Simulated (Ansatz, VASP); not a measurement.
Given: the input of a run of Ansatz 0.2.0 on TePb.

File input.yaml:

```yaml
crystal:
  lattice:
    - [4.002287, 0.0, 0.0]
    - [0.0, 4.002287, 0.0]
    - [0.0, 0.0, 4.002287]
  atoms:
    - { symbol: Pb, position: [0.0, 0.0, 0.0] }
    - { symbol: Te, position: [0.5, 0.5, 0.5] }
kpoints:
  mp_grid: { grid: [7, 7, 7] }
scf:
  occupations: { method: fermi_dirac, width: 0.05 }
hamiltonian:
  xc: pbesol
  dispersion: d3bj
  pseudopotentials: { kind: all_electron, lapw: { basis_error: 0.001 } }
output:
  forces: true
  stress: true
relax:
  f_tol: 0.005
  max_steps: 60
  cell: {}
```

Potentials or basis: all-electron LAPW, scalar-relativistic.

The run is started by

```sh
$ ansatz run input.yaml --threads 1 --pin off --max-ram 3072MiB --backend cpu --events-out ev --progress --plain --runs-dir out
```

**Question.** Translate it to VASP 6.6.1. Potentials there: VASP PAW PBE potentials, release 64 (Pb_d, Te).

**Answer.** As run (the cutoff follows the program's own potentials):

File INCAR:

```
  PREC = Accurate
  ENCUT = 600
  EDIFF = 1E-7
  ISMEAR = -1
  SIGMA = 0.05
  LREAL = False
  LASPH = True
  NELM = 60
  ALGO = Normal
  ISIF = 3
  LWAVE = False
  LCHARG = False
  GGA = PS
  IVDW = 12
  IBRION = 2
  NSW = 80
  EDIFFG = -0.005
```

Contents of KPOINTS:

```
regular mesh
0
Gamma
  7 7 7
```

File POSCAR:

```
TePb
1.0
    4.0022870000      0.0000000000      0.0000000000
    0.0000000000      4.0022870000      0.0000000000
    0.0000000000      0.0000000000      4.0022870000
Pb Te
1 1
Direct
    0.0000000000      0.0000000000      0.0000000000
    0.5000000000      0.5000000000      0.5000000000
```

Potentials or basis: VASP PAW PBE potentials, release 64 (Pb_d, Te).

Command:

```console
$ cat potpaw_PBE.64/Pb_d/POTCAR potpaw_PBE.64/Te/POTCAR > POTCAR
$ mpirun -np 1 vasp_std > vasp.out
```

Both were run:

|  | VASP | Ansatz | Ansatz less VASP |
| --- | --- | --- | --- |
| relaxed volume (Å³/atom) | 28.34 | 28.32 | -0.021 |
| relaxed cell length with the largest relative difference (Å) | 3.841 | 3.840 | -0.0009 |

VASP's potentials were made for PBE, not for PBEsol. Ansatz ran all-electron here, and VASP with PAW potentials.

Spin-orbit coupling is off throughout.
